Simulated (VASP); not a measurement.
**As: density of states with LDA**

The system is As.

```
As
1.0
     0.00000    2.08563    2.08563
     2.08563    0.00000    2.08563
     2.08563    2.08563    0.00000
As
1
Direct
  0.00000 0.00000 0.00000
```

| Quantity | Value |
| --- | --- |
| Program | VASP 6.6.1 |
| Task | density of states |
| Functional | LDA |
| Potentials or basis | VASP PAW LDA potentials, release 64 (As) |
| Cutoff | 520 eV |
| k mesh | 17 × 17 × 17 |
| Occupations | fermi-dirac, width 0.1 eV |
| Spin | no spin polarisation |
| Dipole correction | no |
| k mesh for the DOS | 26 × 26 × 26 |
| Occupations for the DOS | tetrahedron |
| Further INCAR settings | ALGO = Normal; EDIFF = 1e-07 |

```
Valence electrons inside the program's atomic spheres : As 2.65
```

Levels at points of the mesh, in eV from the Fermi level:
```csv
k point,band 1,band 2,band 3,band 4,band 5,band 6
"(0.00, 0.00, 0.00)",-15.61,6.03,6.03,6.03,12.58,12.58
"(0.50, 0.00, 0.00)",-10.92,-7.11,4.22,4.22,10.11,11.47
"(0.50, 0.50, 0.00)",-8.92,-5.97,0.51,0.51,5.07,5.65
```

It took 15 s on 1 thread of Intel(R) Xeon(R) 6975P-C (Granite Rapids) (shared host), peak memory 0.17 GiB.
